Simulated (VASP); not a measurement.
Write the native input for VASP 6.6.1 that does the following.

```yaml
Task: single point
Functional: r2SCAN
Dispersion: rVV10
Potentials_or_basis: VASP PAW PBE potentials, release 64 (Au)
Cutoff: 520 eV
k_mesh: 18 × 18 × 18
Occupations: gaussian, width 0.1 eV
Spin: no spin polarisation
Dipole_correction: no
Further_INCAR_settings: ALGO = Normal; EDIFF = 1e-07; NBANDS = 12
```

The system is Au.

```
Au
1.0
     0.00000    2.05010    2.05010
     2.05010    0.00000    2.05010
     2.05010    2.05010    0.00000
Au
1
Direct
  0.00000 0.00000 0.00000
```

These files were run (other wordings do the same):

POSCAR

```
Au
1.0
    0.0000000000      2.0501047003      2.0501047003
    2.0501047003      0.0000000000      2.0501047003
    2.0501047003      2.0501047003      0.0000000000
Au
1
Direct
    0.0000000000      0.0000000000      0.0000000000
```

INCAR.step1

```
PREC = Accurate
ENCUT = 520
ISMEAR = 0
SIGMA = 0.1
LREAL = False
LASPH = True
NELM = 60
NBANDS = 12
GGA = PE
ALGO = Normal
EDIFF = 1E-4
LWAVE = True
LCHARG = False
```

INCAR.step2

```
PREC = Accurate
ENCUT = 520
EDIFF = 1E-7
ISMEAR = 0
SIGMA = 0.1
LREAL = False
LASPH = True
NELM = 60
ALGO = Normal
ISIF = 2
LWAVE = False
LCHARG = False
METAGGA = R2SCAN
LMIXTAU = True
LUSE_VDW = True
IVDW_NL = 2
BPARAM = 11.95
CPARAM = 0.0093
NBANDS = 12
ISTART = 1
```

KPOINTS

```
regular mesh
0
Gamma
  18 18 18
```

Potentials or basis: VASP PAW PBE potentials, release 64 (Au).

Run with:

```bash
$ cat potpaw_PBE.64/Au/POTCAR > POTCAR
$ cp INCAR.step1 INCAR
$ mpirun -np 1 vasp_std > vasp.out
$ cp INCAR.step2 INCAR
$ mpirun -np 1 vasp_std > vasp.out
```

It gave:

| Property | Result |
| --- | --- |
| Pressure | 1.3 GPa |

Caveat: the PAW data sets were made with another functional, which shifts forces and pressure a little.

Wall time 2.3 min on 1 thread of Intel(R) Xeon(R) Platinum 8488C (Sapphire Rapids), on a shared host, peak memory 0.24 GiB.
